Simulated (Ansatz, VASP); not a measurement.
Two plane-wave programs on Li12NO

File INCAR:

```
ALGO = Normal
DIPOL = 0.5 0.5 0.304
EDIFF = 1E-6
ENCUT = 520
GGA = PE
IDIPOL = 3
ISIF = 2
ISMEAR = 0
ISPIN = 2
KPAR = 4
LASPH = T
LCHARG = F
LDIPOL = T
LORBIT = 11
LREAL = F
LWAVE = F
MAGMOM = 0 0 0 0 0 0 0 0 0 0 0 0 1 0
NBANDS = 40
NELM = 150
PREC = Accurate
SIGMA = 0.1
```

KPOINTS

```
k-points
0
Gamma
  5 5 1
```

Contents of POSCAR:

```
Li12NO
1.0
    5.9451735978      0.0000000000      0.0000000000
   -1.9817245326      5.6051634218      0.0000000000
    0.0000000000      0.0000000000     22.6831262891
Li N O
12 1 1
Direct
    0.2500000000      0.2500000000      0.1763425354
    0.2500000000      0.7500000000      0.1763425354
    0.7500000000      0.2500000000      0.1763425354
    0.7500000000      0.7500000000      0.1763425354
    0.0000000000      0.0000000000      0.2794233694
    0.0000000000      0.5000000000      0.2794233694
    0.5000000000      0.0000000000      0.2794233694
    0.5000000000      0.5000000000      0.2794233694
    0.2500000000      0.2500000000      0.3828011262
    0.2500000000      0.7500000000      0.3828011262
    0.7500000000      0.2500000000      0.3828011262
    0.7500000000      0.7500000000      0.3828011262
    0.9166666667      0.5833333333      0.4515747150
    1.0885556720      0.7552223387      0.4515747150
```

Input for Ansatz:

```yaml
crystal:
  lattice:
    - [5.9451735978, 0.0, 0.0]
    - [-1.9817245326, 5.6051634218, 0.0]
    - [0.0, 0.0, 22.6831262891]
  atoms:
    - { symbol: Li, position: [0.25, 0.25, 0.1763425354] }
    - { symbol: Li, position: [0.25, 0.75, 0.1763425354] }
    - { symbol: Li, position: [0.75, 0.25, 0.1763425354] }
    - { symbol: Li, position: [0.75, 0.75, 0.1763425354] }
    - { symbol: Li, position: [0.0, 0.0, 0.2794233694] }
    - { symbol: Li, position: [0.0, 0.5, 0.2794233694] }
    - { symbol: Li, position: [0.5, 0.0, 0.2794233694] }
    - { symbol: Li, position: [0.5, 0.5, 0.2794233694] }
    - { symbol: Li, position: [0.25, 0.25, 0.3828011262] }
    - { symbol: Li, position: [0.25, 0.75, 0.3828011262] }
    - { symbol: Li, position: [0.75, 0.25, 0.3828011262] }
    - { symbol: Li, position: [0.75, 0.75, 0.3828011262] }
    - { symbol: "N", position: [0.9166666667, 0.5833333333, 0.451574715], spin: 1.0 }
    - { symbol: O, position: [1.088555672, 0.7552223387, 0.451574715] }
basis:
  ecutwfc: 420
kpoints:
  mp_grid: { grid: [5, 5, 1] }
hamiltonian:
  xc: pbe
scf:
  occupations: { method: gaussian, width: 0.1 }
output:
  forces: true
  eigenvalues: true
  populations: true
magnetization:
  spin_polarized: true
efield:
  axis: 3
  dipole_correction: true
  ramp_width: 0.04
```

Alike in both runs: task single point; functional PBE; k mesh 5 × 5 × 1; occupations gaussian, width 0.1 eV; collinear spin.

|  | VASP | Ansatz |
| --- | --- | --- |
| version | VASP 6.6.1 | Ansatz 0.2.0 |
| potentials or method | VASP PAW PBE potentials, release 64 (Li_sv, N, O), cutoff 520 eV | scalar-relativistic, plane waves, PAW |
| valence electrons in the cell | 47 | 47 |

```tsv
	VASP	Ansatz	Ansatz less VASP
gap on the k mesh at the Fermi level (eV)	none	none	-
rms of the force components (eV/Å)	1.464	1.224	-0.2395
net moment per atom (μB)	0.11	0.11	0.000
size of the moment on the site where the two differ most (μB)	0.68	0.38	-0.305
```

Site moments also hang on the region over which each program counts them. Atom by atom the forces differ by 0.242 eV/Å (rms over components). A gap of «none» marks a metal or a gap that the smearing closes.

Noted on VASP's run: the cutoff is short for stress, so the pressure is rough; the standard files for N, O and F lose accuracy on very short bonds.
